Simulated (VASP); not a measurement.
Runs of VASP 6.6.1 on Si. The structure is that of space group Fm-3m (No. 225), or close to it. The cells are those of the table. 

```csv
cell,gap on the mesh (eV),pressure (GPa)
"a = 2.368, b = 2.368, c = 2.350 Å, angles 60.2, 60.2, 59.5°, 1 atom",none,94.7
"a = 2.362 Å, angles 60.0°, 1 atom",none,94.6
"a = 2.351, b = 2.351, c = 2.385 Å, angles 59.5, 59.5, 61.0°, 1 atom",none,94.8
"a = 2.374, b = 2.374, c = 2.338 Å, angles 60.5, 60.5, 59.0°, 1 atom",none,(a)
"a = 2.356, b = 2.356, c = 2.374 Å, angles 59.8, 59.8, 60.5°, 1 atom",none,94.6
```

Alike in all rows: task single point; level PBE; potentials or basis VASP PAW PBE potentials, release 64 (Si); no spin polarisation; k mesh 18 × 18 × 18; cutoff (eV) 520; smearing fermi-dirac 0.1 eV.

Q: Fill in the values left out.

A: (a) 94.9.

A gap of «none» marks levels without a gap at the run's occupations.
